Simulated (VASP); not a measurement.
BN, 4 atoms in the cell. The typed cell holds 4 atoms: a = 2.554 Å, b = 2.554 Å, c = 4.227 Å, α = 90.00°, β = 90.00°, γ = 120.00°.  This cell differs from its parent crystal: atom 3 (N) moved by (+0.200, +0.000) A along [1 1 0] and z.

```yaml
Program: VASP 6.6.1
Task: single point
Functional: PBE
Potentials_or_basis: VASP PAW PBE potentials, release 64 (B, N)
Cutoff: 520 eV
k_mesh: 12 × 12 × 6
Occupations: gaussian, width 0.05 eV
Spin: no spin polarisation
Dipole_correction: no
Further_INCAR_settings: ALGO = Normal; EDIFF = 1e-07; NBANDS = 16
```

Potentials or basis: VASP PAW PBE potentials, release 64 (B, N).

Launch:

```bash
$ cat potpaw_PBE.64/B/POTCAR potpaw_PBE.64/N/POTCAR > POTCAR
$ mpirun -np 1 vasp_std > vasp.out
```

Hardware: 1 thread of AMD EPYC 9R45 96-Core Processor (Zen 5), on a shared host.

Q: Estimate the wall time of this run.

A: It took 99 s on 1 thread of AMD EPYC 9R45 96-Core Processor (Zen 5), with other jobs on the host, peak memory 0.21 GiB. Counts: scf iterations 14, k points 436.
